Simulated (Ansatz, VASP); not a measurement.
MoS: VASP beside Ansatz

```xyz
2
Lattice="0.0000 2.4482 2.4482 2.4482 0.0000 2.4482 2.4482 2.4482 0.0000" Properties=species:S:1:pos:R:3 pbc="T T T"
Mo    0.0000    0.0000    0.0000
S     2.4482    2.4482    2.4482
```

Alike in both runs: task relaxation of cell and atoms; functional PBEsol; k mesh 14 × 14 × 14; occupations gaussian, width 0.1 eV; no spin polarisation.

|  | VASP | Ansatz |
| --- | --- | --- |
| version | VASP 6.6.1 | Ansatz 0.2.0 |
| potentials or method | VASP PAW PBE potentials, release 64 (Mo_sv, S), cutoff 600 eV | scalar-relativistic, plane waves, PAW |
| valence electrons in the cell | 20 | 20 |

|  | VASP | Ansatz | Ansatz less VASP |
| --- | --- | --- | --- |
| gap on the k mesh at the Fermi level, each at its own relaxed structure (eV) | none | none | - |
| relaxed volume (Å³/atom) | 14.69 | 14.67 | -0.022 |
| relaxed length of the cell vector where the two differ most in proportion (Å) | 3.464 | 3.462 | -0.0018 |

VASP's potentials were made for PBE, not for PBEsol. A gap of «none» marks a metal or a gap that the smearing closes.
